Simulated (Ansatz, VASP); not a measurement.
## NaCl in VASP and in Ansatz

```
Na Cl
1.0
     0.00000    2.80027    2.80027
     2.80027    0.00000    2.80027
     2.80027    2.80027    0.00000
Na Cl
1 1
Direct
  0.00000 0.00000 0.00000
  0.50000 0.50000 0.50000
```

Alike in both runs: task relaxation of cell and atoms; functional PBEsol; k mesh 8 × 8 × 8; no spin polarisation.

|  | VASP | Ansatz |
| --- | --- | --- |
| version | VASP 6.6.1 | Ansatz 0.2.0 |
| potentials or method | VASP PAW PBE potentials, release 64 (Na_pv, Cl), cutoff 500 eV | scalar-relativistic, plane waves, PAW |
| occupations | gaussian, width 0.01 eV | fixed |
| valence electrons in the cell | 14 | 16 |

```csv
,VASP,Ansatz,Ansatz less VASP
"gap on the k mesh at the Fermi level, each at its own relaxed structure (eV)",5.01,5.01,+0.003
relaxed volume (Å³/atom),21.97,21.97,+0.005
relaxed cell length with the largest relative difference (Å),3.961,3.961,+0.0003
```

VASP's potentials were made for PBE, not for PBEsol. VASP's potentials hold 14 valence electrons a cell and Ansatz's 16, so a difference there can come from the potentials and not from the codes.
